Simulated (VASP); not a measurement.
# Al3Cl (P4/mmm) in VASP: further runs

The runs below take Al3Cl through single point, relaxation of cell and atoms, with PBE.

All numbers are computed with VASP 6.6.1; they aren't measurements. Logs are shortened: lines on timing, memory, paths and dates and some standing lists are left out, and cuts for length are marked.

## Step 1: The cell of the first run

It takes space group P4/mmm (No. 123, tetragonal). Conventional cell: a = 5.167 Å, b = 5.167 Å, c = 2.855 Å, α = 90.00°, β = 90.00°, γ = 90.00°. Al (site symmetry 4/mmm) has 10 Al at 2.86 to 2.95 Å and 4 Cl at 3.65 Å within 3.8 Å. Within 3.8 Å of Al (site symmetry mmm) lie 10 Al at 2.86 to 3.65 Å and 4 Cl at 2.95 Å. Within 3.8 Å of Cl (site symmetry 4/mmm) lie 2 Cl at 2.86 Å and 12 Al at 2.95 to 3.65 Å.

## Step 2: Single point, PBE

File INCAR:

```
SYSTEM = Al3Cl
  PREC = Accurate
  ENCUT = 520
  EDIFF = 1E-6
  ISMEAR = 0
  SIGMA = 0.1
  LREAL = .FALSE.
  LASPH = .TRUE.
  NELM = 60
  ALGO = Normal
  ISIF = 2
  LWAVE = .FALSE.
  LCHARG = .FALSE.
  GGA = PE
  NBANDS = 16
```

File KPOINTS:

```
Automatic mesh
0
G
  4 4 4
  0 0 0
```

File POSCAR:

```
Al3Cl
1.0
    5.1668764588      0.0000000000      0.0000000000
    0.0000000000      5.1668764588      0.0000000000
    0.0000000000      0.0000000000      2.8554684256
Al Cl
3 1
Direct
    0.0000000000      0.0000000000      0.0000000000
    0.5000000000      0.0000000000      0.5000000000
    0.0000000000      0.5000000000      0.5000000000
    0.5000000000      0.5000000000      0.0000000000
```

Potentials or basis: VASP PAW PBE potentials, release 64 (Al, Cl).

Command:

```bash
> cat potpaw_PBE.64/Al/POTCAR potpaw_PBE.64/Cl/POTCAR > POTCAR
> mpirun -np 1 vasp_std > vasp.out
```

OUTCAR:

```text
SYSTEM = Al3Cl
   PREC = Accurate
   ENCUT = 520
   EDIFF = 1E-6
   ISMEAR = 0
   LREAL = .FALSE.
   LASPH = .TRUE.
   NELM = 60
   ISIF = 2
   GGA = PE

 ion  position               nearest neighbor table
   1  0.000  0.000  0.000-   2 2.95   3 2.95   2 2.95   3 2.95   3 2.95   3 2.95   2 2.95   2 2.95

   2  0.500  0.000  0.500-   1 2.95   4 2.95   1 2.95   4 2.95   4 2.95   4 2.95   1 2.95   1 2.95

   3  0.000  0.500  0.500-   1 2.95   4 2.95   1 2.95   4 2.95   1 2.95   1 2.95   4 2.95   4 2.95

   4  0.500  0.500  0.000-   2 2.95   3 2.95   2 2.95   3 2.95   2 2.95   2 2.95   3 2.95   3 2.95

  LATTYP: Found a simple tetragonal cell.
 ALAT       =     5.1668764588
 C/A-ratio  =     0.5526488679

  Lattice vectors:

 A1 = (   5.1668764588,   0.0000000000,   0.0000000000)
 A2 = (   0.0000000000,   5.1668764588,   0.0000000000)
 A3 = (   0.0000000000,   0.0000000000,   2.8554684256)

Analysis of symmetry for initial positions (statically):
=====================================================================
 Subroutine PRICEL returns:
 Original cell was already a primitive cell.

 Routine SETGRP: Setting up the symmetry group for a
 simple tetragonal supercell.

 Subroutine GETGRP returns: Found 16 space group operations
 (whereof 16 operations were pure point group operations)
 out of a pool of 16 trial point group operations.

The static configuration has the point symmetry D_4h.

Analysis of symmetry for dynamics (positions and initial velocities):
=====================================================================
 Subroutine PRICEL returns:
 Original cell was already a primitive cell.

 Routine SETGRP: Setting up the symmetry group for a
 simple tetragonal supercell.

 Subroutine GETGRP returns: Found 16 space group operations
 (whereof 16 operations were pure point group operations)
 out of a pool of 16 trial point group operations.

The dynamic configuration has the point symmetry D_4h.

 Subroutine INISYM returns: Found 16 space group operations
 (whereof 16 operations are pure point group operations),
 and found     1 'primitive' translations

----------------------------------------------------------------------------------------

                                     Primitive cell

  volume of cell :      76.2313

  direct lattice vectors                    reciprocal lattice vectors
     5.166876459  0.000000000  0.000000000     0.193540528  0.000000000  0.000000000
     0.000000000  5.166876459  0.000000000     0.000000000  0.193540528  0.000000000
     0.000000000  0.000000000  2.855468426     0.000000000  0.000000000  0.350205238

  length of vectors
     5.166876459  5.166876459  2.855468426     0.193540528  0.193540528  0.350205238

  position of ions in fractional coordinates (direct lattice)
     0.000000000  0.000000000  0.000000000
     0.500000000  0.000000000  0.500000000
     0.000000000  0.500000000  0.500000000
     0.500000000  0.500000000  0.000000000

  ion indices of the primitive-cell ions
   primitive index   ion index
                 1           1
                 2           2
                 3           3
                 4           4

----------------------------------------------------------------------------------------

 KPOINTS: Automatic mesh

Automatic generation of k-mesh.
 Grid dimensions read from file:
 generate k-points for:    4    4    4

 Generating k-lattice:

  Cartesian coordinates                     Fractional coordinates (reciprocal lattice)
     0.048385132  0.000000000  0.000000000     0.250000000  0.000000000  0.000000000
     0.000000000  0.048385132  0.000000000     0.000000000  0.250000000  0.000000000
     0.000000000  0.000000000  0.087551310     0.000000000  0.000000000  0.250000000

  Length of vectors
     0.048385132  0.048385132  0.087551310

  Shift w.r.t. Gamma in fractional coordinates (k-lattice)
     0.000000000  0.000000000  0.000000000

 Subroutine IBZKPT returns following result:
 ===========================================

 Found     18 irreducible k-points:

 Following reciprocal coordinates:
            Coordinates               Weight
  0.000000  0.000000  0.000000      1.000000
  0.250000  0.000000  0.000000      4.000000
  0.500000  0.000000  0.000000      2.000000
  0.250000  0.250000  0.000000      4.000000
  0.500000  0.250000  0.000000      4.000000
  0.500000  0.500000  0.000000      1.000000
[... 10 lines left out ...]
  0.500000  0.250000  0.500000      4.000000
  0.500000  0.500000  0.500000      1.000000
   k-points           NKPTS =     18   k-points in BZ     NKDIM =     18   number of bands    NBANDS=     16
   number of dos      NEDOS =    301   number of ions     NIONS =      4
   total plane-waves  NPLWV =  38400
   dimension x,y,z NGX =    40 NGY =   40 NGZ =   24
   dimension x,y,z NGXF=    80 NGYF=   80 NGZF=   48
   ions per type =               3   1
   NGX,Y,Z   is equivalent  to a cutoff of  12.87, 12.87, 13.97 a.u.
   NGXF,Y,Z  is equivalent  to a cutoff of  25.74, 25.74, 27.95 a.u.
 SYSTEM =  Al3Cl
   PREC   = accura    normal or accurate (medium, high low for compatibility)
   ISTART =      0    job   : 0-new  1-cont  2-samecut
   ICHARG =      2    charge: 1-file 2-atom 10-const
   ISPIN  =      1    spin polarized calculation?
   LNONCOLLINEAR =      F non collinear calculations
   LSORBIT =      F    spin-orbit coupling
   LASPH  =      T    aspherical Exc in radial PAW
   ENCUT  =  520.0 eV  38.22 Ry    6.18 a.u.   9.61  9.61  5.31*2*pi/ulx,y,z
   NELM   =     60;   NELMIN=  2; NELMDL= -5     # of ELM steps
   EDIFF  = 0.1E-05   stopping-criterion for ELM
   LREAL  =      F    real-space projection
   EDIFFG = 0.1E-04   stopping-criterion for IOM
   NSW    =      0    number of steps for IOM
   IBRION =     -1    ionic relax: 0-MD 1-quasi-New 2-CG
   NFREE  =      0    steps in history (QN), initial steepest desc. (CG)
   ISIF   =      2    stress and relaxation
   ISYM   =      2    0-nonsym 1-usesym 2-fastsym
   POTIM  = 0.5000    time-step for ionic-motion
   TEBEG  =    0.0;   TEEND  =   0.0 temperature during run
   PSTRESS=    0.0 pullay stress
   NELECT =      16.0000    total number of electrons
   NUPDOWN=      -1.0000    fix difference up-down
   EMIN   =  10.00;   EMAX   =-10.00  energy-range for DOS
   EFERMI =   0.00;   METHOD = LEGACY
   ISMEAR =     0;   SIGMA  =   0.10  broadening in eV -4-tet -1-fermi 0-gaus
   EFERMI_NEDOS =   21; number of points for ismear=-14 and -15
   IALGO  =     38    algorithm
   IMIX   =      4    mixing-type and parameters
     AMIX     =   0.40;   BMIX     =  1.00
     AMIX_MAG =   1.60;   BMIX_MAG =  1.00
  volume/ion in A,a.u.               =      19.06       128.61
  Fermi-wavevector in a.u.,A,eV,Ry     =   0.972905  1.838523 12.878508  0.946544
  Thomas-Fermi vector in A             =   2.103241
   LORBIT       =      0    0 simple, 1 ext, 2 COOP (PROOUT), +10 PAW based schemes
   GGA     = PE    functional components
   LHFCALC =     F    Hartree Fock is set to
   AEXX    =    0.0000 exact exchange contribution
   IVDW    =     0    specifies the selected vdW correction
   LEPSILON=     F    determine dielectric tensor
   LRPA    =     F    only Hartree local field effects (RPA)
 non-spin polarized calculation
 Gauss-broadening in eV      SIGMA  =   0.10
  energy-cutoff  :      520.00
  volume of cell :       76.23
 maximum number of plane-waves:      2071
 NGX is ok and might be reduce to    40
   NGX = 19   NGY = 19   NGZ = 11

 number of electron      16.0000002 magnetization

 Free energy of the ion-electron system (eV)
  ---------------------------------------------------
  ext. energy  EPLUGINS =         0.00000000
  ---------------------------------------------------
  free energy    TOTEN  =       -13.18776742 eV

  energy without entropy =      -13.17852715  energy(sigma->0) =      -13.18314728

 E-fermi :   6.5281     XC(G=0):  -9.7359

 val. band max:        6.4634845213   @ k =   0.5000   0.5000   0.0000
 cond. band min:       6.5450243914   @ k =   0.0000   0.0000   0.5000
 fundamental gap:      0.0815398701
 Fermi energy:         6.5281027637

 k-point     1 :       0.0000    0.0000    0.0000
  band No.  band energies     occupation
      1     -10.4115      2.00000
      2      -2.1975      2.00000
      3       0.1630      2.00000
      4       0.1630      2.00000
      5       1.4679      2.00000
      6       4.4580      2.00000
[... 8 lines left out ...]
     15      15.7369      0.00000
     16      17.2810      0.00000

 k-point     2 :       0.2500    0.0000    0.0000
  band No.  band energies     occupation
      1     -10.3883      2.00000
      2      -2.4266      2.00000
      3      -0.0886      2.00000
      4       0.2887      2.00000
      5       2.1963      2.00000
      6       3.4577      2.00000
[... 8 lines left out ...]
     15      14.4373      0.00000
     16      16.5060      0.00000

 k-point     3 :       0.5000    0.0000    0.0000
  band No.  band energies     occupation
      1     -10.3647      2.00000
      2      -2.6663      2.00000
      3       0.1318      2.00000
      4       0.4375      2.00000
      5       1.4376      2.00000
      6       3.4112      2.00000
[... 8 lines left out ...]
     15      14.3603      0.00000
     16      15.1713      0.00000

 k-point     4 :       0.2500    0.2500    0.0000
  band No.  band energies     occupation
      1     -10.3667      2.00000
      2      -2.3321      2.00000
      3      -1.0632      2.00000
      4       0.9785      2.00000
      5       1.9901      2.00000
      6       3.0505      2.00000
[... 8 lines left out ...]
     15      14.3382      0.00000
     16      14.4866      0.00000

 k-point     5 :       0.5000    0.2500    0.0000
  band No.  band energies     occupation
      1     -10.3447      2.00000
      2      -2.3513      2.00000
      3      -1.1503      2.00000
      4       0.2028      2.00000
      5       2.3297      2.00000
      6       3.7734      2.00000
[... 8 lines left out ...]
     15      14.4986      0.00000
     16      15.1434      0.00000

 k-point     6 :       0.5000    0.5000    0.0000
  band No.  band energies     occupation
      1     -10.3244      2.00000
      2      -1.6607      2.00000
      3      -1.6607      2.00000
      4      -1.0276      2.00000
      5       3.8818      2.00000
      6       3.8818      2.00000
[... 8 lines left out ...]
     15      15.3294      0.00000
     16      15.4031      0.00000
[... 153 lines left out ...]
 k-point    15 :       0.5000    0.0000    0.5000
  band No.  band energies     occupation
      1      -9.0987      2.00000
      2      -0.5880      2.00000
      3       0.8583      2.00000
      4       2.0847      2.00000
      5       2.1498      2.00000
      6       4.2101      2.00000
[... 8 lines left out ...]
     15      11.8902      0.00000
     16      12.5173      0.00000

 k-point    16 :       0.2500    0.2500    0.5000
  band No.  band energies     occupation
      1      -9.0992      2.00000
      2      -0.6368      2.00000
      3       1.2515      2.00000
      4       1.5836      2.00000
      5       2.4604      2.00000
      6       3.8859      2.00000
[... 8 lines left out ...]
     15      11.6596      0.00000
     16      11.8730      0.00000

 k-point    17 :       0.5000    0.2500    0.5000
  band No.  band energies     occupation
      1      -9.0904      2.00000
      2      -0.4942      2.00000
      3       1.0197      2.00000
      4       1.5859      2.00000
      5       2.3975      2.00000
      6       4.2123      2.00000
[... 8 lines left out ...]
     15      12.2216      0.00000
     16      12.7339      0.00000

 k-point    18 :       0.5000    0.5000    0.5000
  band No.  band energies     occupation
      1      -9.0819      2.00000
      2      -0.3904      2.00000
      3       1.2215      2.00000
      4       1.2215      2.00000
      5       3.0395      2.00000
      6       3.7592      2.00000
[... 8 lines left out ...]
     15      13.2074      0.00000
     16      13.3653      0.00000

------------------------ aborting loop because EDIFF is reached ----------------------------------------

  FORCE on cell =-STRESS in cart. coord.  units (eV):
  Direction    XX          YY          ZZ          XY          YZ          ZX
  --------------------------------------------------------------------------------------
  -------------------------------------------------------------------------------------
  Total       -0.0162989     -0.0162989     -0.0303286      0.0000000      0.0000000      0.0000000
  in kB       -0.3425585     -0.3425585     -0.6374262      0.0000000      0.0000000      0.0000000
  external PRESSURE =      -0.4408477 kB  Pullay stress =       0.0000000 kB

 VOLUME and BASIS-vectors are now :
 -----------------------------------------------------------------------------
  energy-cutoff  :      520.00
  volume of cell :       76.23
      direct lattice vectors                 reciprocal lattice vectors
     5.166876459  0.000000000  0.000000000     0.193540528  0.000000000  0.000000000
     0.000000000  5.166876459  0.000000000     0.000000000  0.193540528  0.000000000
     0.000000000  0.000000000  2.855468426     0.000000000  0.000000000  0.350205238

 POSITION                                       TOTAL-FORCE (eV/Angst)
 -----------------------------------------------------------------------------------
      0.00000      0.00000      0.00000         0.000000      0.000000      0.000000
      2.58344      0.00000      1.42773         0.000000      0.000000      0.000000
      0.00000      2.58344      1.42773         0.000000      0.000000      0.000000
      2.58344      2.58344      0.00000         0.000000      0.000000      0.000000
 -----------------------------------------------------------------------------------
    total drift:                                0.000000      0.000000     -0.000000

  FREE ENERGIE OF THE ION-ELECTRON SYSTEM (eV)
  ---------------------------------------------------
  free  energy   TOTEN  =       -13.1877674154 eV

  energy  without entropy=      -13.1785271512  energy(sigma->0) =      -13.18314728
```

Wall time 10 s (1 thread of AMD EPYC 9R45 (Zen 5), shared host); peak memory 0.15 GiB.

Results:

```yaml
Free_energy: -13.1878 eV
Pressure: 0.0 GPa
Band_gap_on_the_k_mesh: zero (band 8 reaches 7.92 eV, above the bottom of band 9 at 5.24 eV)
```

Caveat: the k points lie up to 0.55 Å⁻¹ apart.

[end of part 1 of 2]
